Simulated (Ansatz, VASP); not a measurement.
## LiBe: VASP beside Ansatz

File INCAR:

```
PREC     = Accurate       # precision mode
ENCUT    = 520            # plane-wave cutoff, eV
EDIFF    = 1E-6           # SCF threshold, eV
ISMEAR   = 1              # smearing method
SIGMA    = 0.1            # smearing width, eV
LREAL    = False          # projectors in reciprocal space
LASPH    = True           # aspherical terms in the spheres
NELM     = 60             # most SCF steps
ALGO     = Normal         # electronic algorithm
ISIF     = 2              # what is computed and relaxed
LWAVE    = False          # write WAVECAR
LCHARG   = False          # write CHGCAR
GGA      = PS             # functional
NBANDS   = 10             # bands
```

Contents of KPOINTS:

```
regular mesh
0
Gamma
  9 9 9
```

The input POSCAR:

```
LiBe
1.0
    2.8111530000      0.0000000000      0.0000000000
    0.0000000000      2.8111530000      0.0000000000
    0.0000000000      0.0000000000      2.8111530000
Li Be
1 1
Direct
   -0.0355725925      0.0000000000      0.0000000000
    0.5000000000      0.5000000000      0.5000000000
```

Input for Ansatz:

```yaml
crystal:
  lattice:
    - [2.811153, 0.0, 0.0]
    - [0.0, 2.811153, 0.0]
    - [0.0, 0.0, 2.811153]
  atoms:
    - { symbol: Li, position: [-0.03557259245583574, 0.0, 0.0] }
    - { symbol: Be, position: [0.5, 0.5, 0.5] }
kpoints:
  mp_grid:
    grid: [9, 9, 9]
hamiltonian:
  xc: pbesol
scf:
  convergence:
    dr2_threshold: 1.0e-07
  occupations:
    method: cold
    width: 0.1
output:
  forces: true
```

Alike in both runs: task single point; functional PBEsol; k mesh 9 × 9 × 9; no spin polarisation.

```csv
,VASP,Ansatz
version,VASP 6.6.1,Ansatz 0.2.0
potentials or method,"VASP PAW PBE potentials, release 64 (Li_sv, Be)","plane waves, PAW"
plane-wave cutoff (eV),520,420
occupations,"methfessel-paxton of order 1, width 0.1 eV","cold, width 0.1 eV"
valence electrons in the cell,5,5
```

```tsv
	VASP	Ansatz	Ansatz less VASP
rms of the force components (eV/Å)	0.255	0.254	-0.0010
```

VASP's potentials were made for PBE, not for PBEsol. Atom by atom the forces differ by 0.001 eV/Å (rms over components).

Noted on VASP's run: the cutoff is short for stress, so the pressure is rough.
